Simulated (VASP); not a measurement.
# C (P1) in VASP: a series of runs

C is run at these levels: PBE; tasks: relaxation of cell and atoms.

All numbers are computed with VASP 6.6.1; they aren't measurements. Logs are shortened: lines on timing, memory, paths and dates and some standing lists are left out, and cuts for length are marked.

### 1 The cell of the first run

The typed cell holds 9 atoms: a = 3.669 Å, b = 4.069 Å, c = 4.336 Å, α = 117.96°, β = 92.24°, γ = 92.00°.

### 2 Relaxation of cell and atoms, PBE

Contents of INCAR:

```
SYSTEM = C
PREC = Accurate ; ENCUT = 600
EDIFF = 1E-6 ; ISMEAR = 0
SIGMA = 0.02 ; LREAL = .FALSE.
LASPH = .TRUE. ; NELM = 80
ALGO = Normal ; ISIF = 3
LWAVE = .FALSE. ; LCHARG = .FALSE.
GGA = PE ; IBRION = 2
NSW = 100 ; EDIFFG = -0.01
```

Contents of KPOINTS:

```
regular mesh
0
G
  6 6 6
  0 0 0
```

Contents of POSCAR:

```
C
1.0
    3.6687379664      0.0000000000      0.0000000000
   -0.1419755759      4.0662518609      0.0000000000
   -0.1693712585     -2.0401817924      3.8221659274
C
9
Direct
    0.5244104824      0.4454712870      0.6278128390
    0.2318604384      0.2065288051      0.6818037340
    0.8459324709      0.1987450210      0.5129956924
    0.4430085897      0.5302533479      0.3212007549
    0.7762110082      0.8200416472      0.4959060430
    0.1539952013      0.8002936981      0.3675788853
    0.6763328036      0.8573094034      0.8592110958
    0.3402426858      0.1531233104      0.0004334519
    0.0080063198      0.9882334798      0.1330575038
```

Potentials or basis: VASP PAW PBE potentials, release 64 (C).

The run is started by

```console
cat potpaw_PBE.64/C/POTCAR > POTCAR
mpirun -np 1 vasp_std > vasp.out
```

OUTCAR:

```text
SYSTEM = C
   PREC = Accurate
   ENCUT = 600
   EDIFF = 1E-6
   ISMEAR = 0
   LREAL = .FALSE.
   LASPH = .TRUE.
   NELM = 80
   ISIF = 3
   GGA = PE
   IBRION = 2
   NSW = 100
   EDIFFG = -0.01

 ion  position               nearest neighbor table
   1  0.524  0.445  0.628-   3 1.52   2 1.52   4 1.54   7 1.56   5 2.06
   2  0.232  0.207  0.682-   1 1.52   8 1.54   3 1.56   6 1.58
   3  0.846  0.199  0.513-   1 1.52   5 1.52   2 1.56   9 1.61   6 1.88
   4  0.443  0.530  0.321-   6 1.50   8 1.53   1 1.54   5 1.56
   5  0.776  0.820  0.496-   6 1.50   3 1.52   4 1.56   7 1.57   1 2.06
   6  0.154  0.800  0.368-   4 1.50   5 1.50   2 1.58   9 1.62   3 1.88
   7  0.676  0.857  0.859-   9 1.56   1 1.56   5 1.57   8 1.68
   8  0.340  0.153  0.000-   4 1.53   2 1.54   9 1.62   7 1.68
   9  0.008  0.988  0.133-   7 1.56   3 1.61   6 1.62   8 1.62

  LATTYP: Found a triclinic cell.
 ALAT       =     3.6687379664
 B/A-ratio  =     2.2830030297
 C/A-ratio  =     2.3708235738
 COS(alpha) =     0.0068226383
 COS(beta)  =     0.4770624552
 COS(gamma) =     0.8558174879

  Lattice vectors:

 A1 = (   3.6687379664,   0.0000000000,   0.0000000000)
 A2 = (   7.1681046743,  -2.0401817924,   3.8221659274)
 A3 = (   4.1494560593,   0.0141117239,  -7.6443318548)

Analysis of symmetry for initial positions (statically):
=====================================================================
 Subroutine PRICEL returns:
 Original cell was already a primitive cell.

 Routine SETGRP: Setting up the symmetry group for a
 triclinic supercell.

 Subroutine GETGRP returns: Found  1 space group operations
 (whereof  1 operations were pure point group operations)
 out of a pool of  2 trial point group operations.

The static configuration has the point symmetry C_1 .

Analysis of symmetry for dynamics (positions and initial velocities):
=====================================================================
 Subroutine PRICEL returns:
 Original cell was already a primitive cell.

 Routine SETGRP: Setting up the symmetry group for a
 triclinic supercell.

 Subroutine GETGRP returns: Found  1 space group operations
 (whereof  1 operations were pure point group operations)
 out of a pool of  2 trial point group operations.

The dynamic configuration has the point symmetry C_1 .

 Subroutine INISYM returns: Found  1 space group operations
 (whereof  1 operations are pure point group operations),
 and found     1 'primitive' translations

----------------------------------------------------------------------------------------

                                     Primitive cell

  volume of cell :      57.0191

  direct lattice vectors                    reciprocal lattice vectors
     3.668737966  0.000000000  0.000000000     0.272573296  0.009517057  0.017158493
    -0.141975576  4.066251861  0.000000000     0.000000000  0.245926724  0.131269870
    -0.169371259 -2.040181792  3.822165927     0.000000000  0.000000000  0.261631760

  length of vectors
     3.668737966  4.068729686  4.335894457     0.273278594  0.278768242  0.261631760

  position of ions in fractional coordinates (direct lattice)
     0.524410482  0.445471287  0.627812839
     0.231860438  0.206528805  0.681803734
     0.845932471  0.198745021  0.512995692
     0.443008590  0.530253348  0.321200755
     0.776211008  0.820041647  0.495906043
     0.153995201  0.800293698  0.367578885
     0.676332804  0.857309403  0.859211096
     0.340242686  0.153123310  0.000433452
     0.008006320  0.988233480  0.133057504

  ion indices of the primitive-cell ions
   primitive index   ion index
                 1           1
                 2           2
                 3           3
                 4           4
                 5           5
                 6           6
                 7           7
                 8           8
                 9           9

----------------------------------------------------------------------------------------

 KPOINTS: regular mesh

Automatic generation of k-mesh.
 Grid dimensions read from file:
 generate k-points for:    6    6    6

 Generating k-lattice:

  Cartesian coordinates                     Fractional coordinates (reciprocal lattice)
     0.045428883  0.001586176  0.002859749     0.166666667  0.000000000 -0.000000000
     0.000000000  0.040987787  0.021878312     0.000000000  0.166666667  0.000000000
     0.000000000  0.000000000  0.043605293     0.000000000  0.000000000  0.166666667

  Length of vectors
     0.045546432  0.046461374  0.043605293

  Shift w.r.t. Gamma in fractional coordinates (k-lattice)
     0.000000000  0.000000000  0.000000000

 Subroutine IBZKPT returns following result:
 ===========================================

 Found    112 irreducible k-points:

 Following reciprocal coordinates:
            Coordinates               Weight
  0.000000  0.000000  0.000000      1.000000
  0.166667  0.000000  0.000000      2.000000
  0.333333  0.000000  0.000000      2.000000
  0.500000  0.000000  0.000000      1.000000
  0.000000  0.166667  0.000000      2.000000
  0.166667  0.166667  0.000000      2.000000
[... 16 lines left out ...]
  0.333333  0.000000  0.166667      2.000000
  0.500000  0.000000  0.166667      2.000000
 [... further k-points ...]
   k-points           NKPTS =    112   k-points in BZ     NKDIM =    112   number of bands    NBANDS=     23
   number of dos      NEDOS =    301   number of ions     NIONS =      9
   total plane-waves  NPLWV =  38880
   dimension x,y,z NGX =    30 NGY =   36 NGZ =   36
   dimension x,y,z NGXF=    60 NGYF=   72 NGZF=   72
   ions per type =               9
   NGX,Y,Z   is equivalent  to a cutoff of  13.59, 14.71, 13.80 a.u.
   NGXF,Y,Z  is equivalent  to a cutoff of  27.19, 29.42, 27.61 a.u.
 SYSTEM =  C
   PREC   = accura    normal or accurate (medium, high low for compatibility)
   ISTART =      0    job   : 0-new  1-cont  2-samecut
   ICHARG =      2    charge: 1-file 2-atom 10-const
   ISPIN  =      1    spin polarized calculation?
   LNONCOLLINEAR =      F non collinear calculations
   LSORBIT =      F    spin-orbit coupling
   LASPH  =      T    aspherical Exc in radial PAW
   ENCUT  =  600.0 eV  44.10 Ry    6.64 a.u.   7.33  8.13  8.66*2*pi/ulx,y,z
   NELM   =     80;   NELMIN=  2; NELMDL= -5     # of ELM steps
   EDIFF  = 0.1E-05   stopping-criterion for ELM
   LREAL  =      F    real-space projection
   EDIFFG = -.1E-01   stopping-criterion for IOM
   NSW    =    100    number of steps for IOM
   IBRION =      2    ionic relax: 0-MD 1-quasi-New 2-CG
   NFREE  =      1    steps in history (QN), initial steepest desc. (CG)
   ISIF   =      3    stress and relaxation
   ISYM   =      2    0-nonsym 1-usesym 2-fastsym
   POTIM  = 0.5000    time-step for ionic-motion
   TEBEG  =    0.0;   TEEND  =   0.0 temperature during run
   PSTRESS=    0.0 pullay stress
   NELECT =      36.0000    total number of electrons
   NUPDOWN=      -1.0000    fix difference up-down
   EMIN   =  10.00;   EMAX   =-10.00  energy-range for DOS
   EFERMI =   0.00;   METHOD = LEGACY
   ISMEAR =     0;   SIGMA  =   0.02  broadening in eV -4-tet -1-fermi 0-gaus
   EFERMI_NEDOS =   21; number of points for ismear=-14 and -15
   IALGO  =     38    algorithm
   IMIX   =      4    mixing-type and parameters
     AMIX     =   0.40;   BMIX     =  1.00
     AMIX_MAG =   1.60;   BMIX_MAG =  1.00
  volume/ion in A,a.u.               =       6.34        42.75
  Fermi-wavevector in a.u.,A,eV,Ry     =   1.404437  2.654000 26.836708  1.972442
  Thomas-Fermi vector in A             =   2.526998
   LORBIT       =      0    0 simple, 1 ext, 2 COOP (PROOUT), +10 PAW based schemes
   GGA     = PE    functional components
   LHFCALC =     F    Hartree Fock is set to
   AEXX    =    0.0000 exact exchange contribution
   IVDW    =     0    specifies the selected vdW correction
   LEPSILON=     F    determine dielectric tensor
   LRPA    =     F    only Hartree local field effects (RPA)
 conjugate gradient relaxation of ions
 non-spin polarized calculation
 Gauss-broadening in eV      SIGMA  =   0.02
  energy-cutoff  :      600.00
  volume of cell :       57.02
 maximum number of plane-waves:      1920
 NGX is ok and might be reduce to    30
   NGX = 15   NGY = 17   NGZ = 17

--------------------------------------- Ionic step        1  -------------------------------------------

 number of electron      36.0000000 magnetization

 Free energy of the ion-electron system (eV)
  ---------------------------------------------------
  ext. energy  EPLUGINS =         0.00000000
  ---------------------------------------------------
  free energy    TOTEN  =       -76.23148185 eV

  energy without entropy =      -76.23148185  energy(sigma->0) =      -76.23148185

------------------------ aborting loop because EDIFF is reached ----------------------------------------

  FORCE on cell =-STRESS in cart. coord.  units (eV):
  Direction    XX          YY          ZZ          XY          YZ          ZX
  --------------------------------------------------------------------------------------
  -------------------------------------------------------------------------------------
  Total        0.0190167      0.0019991      0.0184387      0.0132490     -0.0090349      0.0290468
  in kB        0.5343481      0.0561728      0.5181076      0.3722825     -0.2538704      0.8161855
  external PRESSURE =       0.3695428 kB  Pullay stress =       0.0000000 kB
[... 157 lines left out ...]
  energy  without entropy=      -76.2315515448  energy(sigma->0) =      -76.23155154

--------------------------------------- Ionic step        5  -------------------------------------------

 number of electron      36.0000000 magnetization

 Free energy of the ion-electron system (eV)
  ---------------------------------------------------
  ext. energy  EPLUGINS =         0.00000000
  ---------------------------------------------------
  free energy    TOTEN  =       -76.23156062 eV

  energy without entropy =      -76.23156062  energy(sigma->0) =      -76.23156062

 E-fermi :   7.9990     XC(G=0): -12.5031

 val. band max:        7.8814887248   @ k =   0.5000   0.0000   0.0000
 cond. band min:      11.3518647650   @ k =   0.1667   0.0000   0.0000
 fundamental gap:      3.4703760402
 Fermi energy:         7.9990047782

 k-point     1 :       0.0000    0.0000    0.0000
  band No.  band energies     occupation
      1     -13.1220      2.00000
      2      -7.9551      2.00000
      3      -5.7986      2.00000
      4      -5.1425      2.00000
      5      -5.0184      2.00000
      6      -4.1432      2.00000
[... 613 lines left out ...]
     22      15.1313      0.00000
     23      15.5387      0.00000

 [... further k-points ...]
[... 5 lines left out ...]
  --------------------------------------------------------------------------------------
  -------------------------------------------------------------------------------------
  Total        0.0005635     -0.0073213     -0.0162286     -0.0004420      0.0020801      0.0051986
  in kB        0.0158341     -0.2057367     -0.4560421     -0.0124210      0.0584540      0.1460874
  external PRESSURE =      -0.2153149 kB  Pullay stress =       0.0000000 kB
[... 24 lines left out ...]
  FREE ENERGIE OF THE ION-ELECTRON SYSTEM (eV)
  ---------------------------------------------------
  free  energy   TOTEN  =       -76.2315606151 eV

  energy  without entropy=      -76.2315606151  energy(sigma->0) =      -76.23156062

 reached required accuracy - stopping structural energy minimisation
```

Run time: 5.4 min. Hardware: 1 thread of AMD EPYC 7R13 (Zen 3), shared host; peak memory 0.23 GiB.

Results:

```yaml
Free_energy: -76.2316 eV
Energy_gained_by_relaxing: 0.0 meV/atom
Ionic_steps: 5
Pressure_after_relaxing: 0.0 GPa
Largest_force_after_relaxing: 0.007 eV/Å
Band_gap_on_the_k_mesh: 3.47 eV (least direct gap 4.38 eV)
```

Forces in eV/Å, atoms in the order of the input:
```
C    0.001  0.000  0.000
C    0.000  0.000 -0.001
C   -0.002  0.002  0.003
C   -0.003  0.002  0.005
C   -0.003  0.000  0.001
C    0.003 -0.003 -0.005
C   -0.002  0.004 -0.004
C    0.003 -0.006 -0.001
C    0.003 -0.001  0.002
```

Final structure:
```xyz
9
Lattice="3.6689 0.0001 0.0004 -0.1419 4.0659 -0.0001 -0.1690 -2.0401 3.8221" Properties=species:S:1:pos:R:3 pbc="T T T"
C     1.7545    0.5304    2.4002
C     0.7062   -0.5512    2.6063
C     2.9889   -0.2377    1.9611
C     1.4959    1.5007    1.2274
C     2.6472    2.3223    1.8953
C     0.3893    2.5038    1.4044
C     2.2143    1.7327    3.2850
C     1.2267    0.6218    0.0017
C    -0.1329    3.7466    0.5077
```

### 3 Relaxation of cell and atoms, PBE

This run uses another cell than the first one, of 6.61 Å³/atom.

Contents of INCAR:

```
PREC = Accurate
ENCUT = 600
EDIFF = 1E-6
ISMEAR = 0
SIGMA = 0.2
LREAL = F
LASPH = T
NELM = 60
ALGO = Normal
ISIF = 3
LWAVE = F
LCHARG = F
GGA = PE
IBRION = 2
NSW = 80
EDIFFG = -0.025
```

Contents of KPOINTS:

```
regular mesh
0
Gamma
  6 6 6
```

Contents of POSCAR:

```
C
1.0
    0.0465373418      0.0466790064      3.6398296936
    4.4006552041      0.0697130887      0.0550477401
   -2.1399542963      3.6801761540      0.0202939922
C
9
Direct
    0.5471883482      0.6974066554      0.2653899012
    0.1976190269      0.6851297333      0.3988454755
    0.8772338457      0.5691997289      0.3030395910
    0.4542510944      0.2509550398      0.7406513626
    0.7800610424      0.4460890303      0.7182722990
    0.1416338929      0.3339337840      0.5699358999
    0.7344934667      0.8367651664     -0.0238381014
    0.2805337551     -0.0190570005      0.8363221051
    0.9869855278      0.1995778624      0.1913814671
```

Potentials or basis: VASP PAW PBE potentials, release 64 (C).

The run is started by

```console
cat potpaw_PBE.64/C/POTCAR > POTCAR
mpirun -np 1 vasp_std > vasp.out
```

OUTCAR:

```text
PREC = Accurate
   ENCUT = 600
   EDIFF = 1E-6
   ISMEAR = 0
   LREAL = F
   LASPH = T
   NELM = 60
   ISIF = 3
   GGA = PE
   IBRION = 2
   NSW = 80
   EDIFFG = -0.025

 ion  position               nearest neighbor table
   1  0.547  0.697  0.265-   3 1.36   2 1.40   7 1.76
   2  0.198  0.685  0.399-   3 1.27   1 1.40   8 1.71   6 2.02   9 2.05
   3  0.877  0.569  0.303-   2 1.27   1 1.36   9 1.50
   4  0.454  0.251  0.741-   6 1.49   5 1.51   8 1.58
   5  0.780  0.446  0.718-   6 1.42   4 1.51   7 1.53
   6  0.142  0.334  0.570-   5 1.42   4 1.49   9 1.54   2 2.02
   7  0.734  0.837  0.976-   5 1.53   9 1.70   1 1.76   8 1.96
   8  0.281  0.981  0.836-   4 1.58   9 1.69   2 1.71   7 1.96
   9  0.987  0.200  0.191-   3 1.50   6 1.54   8 1.69   7 1.70   2 2.05

  LATTYP: Found a triclinic cell.
 ALAT       =     4.4015515894
 B/A-ratio  =     1.9564769072
[... 419 lines left out ...]

 Free energy of the ion-electron system (eV)
  ---------------------------------------------------
  ext. energy  EPLUGINS =         0.00000000
  ---------------------------------------------------
  free energy    TOTEN  =       -76.24036955 eV

  energy without entropy =      -76.24036955  energy(sigma->0) =      -76.24036955

 E-fermi :   8.7710     XC(G=0): -12.5037

 val. band max:        7.8831819836   @ k =   0.5000   0.0000   0.0000
 cond. band min:      11.3530073129   @ k =   0.1667   0.0000  -0.0000
 fundamental gap:      3.4698253294
 Fermi energy:         8.7709975140

 k-point     1 :       0.0000    0.0000    0.0000
  band No.  band energies     occupation
      1     -13.1229      2.00000
      2      -7.9565      2.00000
      3      -5.7982      2.00000
      4      -5.1415      2.00000
      5      -5.0178      2.00000
      6      -4.1430      2.00000
[... 613 lines left out ...]
     22      15.1838      0.00000
     23      15.8904      0.00000

 [... further k-points ...]
[... 5 lines left out ...]
  --------------------------------------------------------------------------------------
  -------------------------------------------------------------------------------------
  Total       -0.0089603      0.0174031      0.0034142     -0.0031681      0.0054523     -0.0080923
  in kB       -0.2518302      0.4891168      0.0959579     -0.0890394      0.1532386     -0.2274359
  external PRESSURE =       0.1110815 kB  Pullay stress =       0.0000000 kB
[... 24 lines left out ...]
  FREE ENERGIE OF THE ION-ELECTRON SYSTEM (eV)
  ---------------------------------------------------
  free  energy   TOTEN  =       -76.2403695538 eV

  energy  without entropy=      -76.2403695538  energy(sigma->0) =      -76.24036955

 reached required accuracy - stopping structural energy minimisation
```

CONTCAR:

```text
C
   1.00000000000000
    -0.1329953578956861   -0.0049204536524465    3.6665067500468522
     4.3313606452720599    0.1532954016948126   -0.1534220355816395
    -2.0336688550611322    3.5222475610564556    0.0725472723808176
  C
     9
Direct
     0.5243777347351768    0.6279114650444247    0.1824021716657280
     0.2318319250725275    0.6818817895034049    0.4753317015117435
     0.8459761308333663    0.5130448263033327    0.3141363436074508
     0.4430213309789626    0.3211696514582669    0.7908870390751938
     0.7760712673530473    0.4958143661186521    0.6759186923928971
     0.1540043268308842    0.3674675948834779    0.5672322100327764
     0.6763295839908315    0.8594107140953045    0.0020951365553680
     0.3402953989271262    0.0004138013646205    0.8472560453050139
     0.0080923013780859    0.1328857912285223    0.1447406598538354

  0.00000000E+00  0.00000000E+00  0.00000000E+00
  0.00000000E+00  0.00000000E+00  0.00000000E+00
  0.00000000E+00  0.00000000E+00  0.00000000E+00
  0.00000000E+00  0.00000000E+00  0.00000000E+00
  0.00000000E+00  0.00000000E+00  0.00000000E+00
  0.00000000E+00  0.00000000E+00  0.00000000E+00
  0.00000000E+00  0.00000000E+00  0.00000000E+00
  0.00000000E+00  0.00000000E+00  0.00000000E+00
  0.00000000E+00  0.00000000E+00  0.00000000E+00
```

Wall time 26 min (1 thread of AMD EPYC 7R13 (Zen 3), shared host); peak memory 0.24 GiB.

What came out:

```
Free energy                           : -76.2404 eV
Relaxed volume                        : 6.33 Å³/atom
Relaxed cell                          : a = 3.669 Å, b = 4.337 Å, c = 4.068 Å, α = 117.99°, β = 88.01°, γ = 94.11°
Space group after relaxing (to 0.1 Å) : P1 (No. 1)
Energy gained by relaxing             : 1031.2 meV/atom
Ionic steps                           : 22
Pressure after relaxing               : 0.0 GPa
Largest force after relaxing          : 0.010 eV/Å
```

Forces on the atoms (eV/Å):
```
C    0.005  0.003 -0.009
C    0.004 -0.003  0.008
C    0.000 -0.001  0.000
C   -0.010  0.001  0.002
C    0.004 -0.006 -0.005
C   -0.006  0.002  0.000
C    0.006  0.001 -0.003
C    0.001  0.005  0.002
C   -0.004 -0.001  0.005
```

The path:
```tsv
step	energy change (eV)	largest force (eV/Å)	pressure (GPa)	volume (Å³)
1	0.0000	11.3136	12.17	59.47
2	-1.4736	7.8603	-11.28	63.81
3	-3.7637	7.7460	-14.65	61.66
4	-2.0034	21.7776	10.61	58.53
5	-5.5650	6.8740	-15.00	60.34
6	-6.1437	10.9020	29.08	54.63
7	-7.7943	3.9217	-0.76	56.92
8	-8.6153	3.6391	15.71	55.33
9	-8.9978	1.8228	7.25	55.87
10	-9.1654	1.7532	-2.04	57.28
11	-9.2202	1.0538	0.54	56.80
12	-9.2665	0.6095	-1.11	57.11
13	-9.2670	0.5414	-0.96	57.08
14	-9.2779	0.2326	0.06	56.95
15	-9.2782	0.2019	-0.10	56.97
16	-9.2800	0.1746	0.59	56.92
17	-9.2803	0.0850	0.40	56.94
18	-9.2809	0.0856	-0.02	57.00
19	-9.2809	0.0827	-0.01	57.00
20	-9.2812	0.0299	-0.12	57.02
21	-9.2812	0.0318	-0.14	57.03
22	-9.2812	0.0102	0.01	57.01
```

Final structure:
```
CELL_PARAMETERS angstrom
-0.13300 -0.00492 3.66651
4.33136 0.15330 -0.15342
-2.03367 3.52225 0.07255
ATOMIC_POSITIONS crystal
C 0.52438 0.62791 0.18240
C 0.23183 0.68188 0.47533
C 0.84598 0.51304 0.31414
C 0.44302 0.32117 0.79089
C 0.77607 0.49581 0.67592
C 0.15400 0.36747 0.56723
C 0.67633 0.85941 0.00210
C 0.34030 0.00041 0.84726
C 0.00809 0.13289 0.14474
```

Caveat: this functional lacks dispersion, which binds layers or chains, so the pressure and a relaxed spacing across them are unreliable.
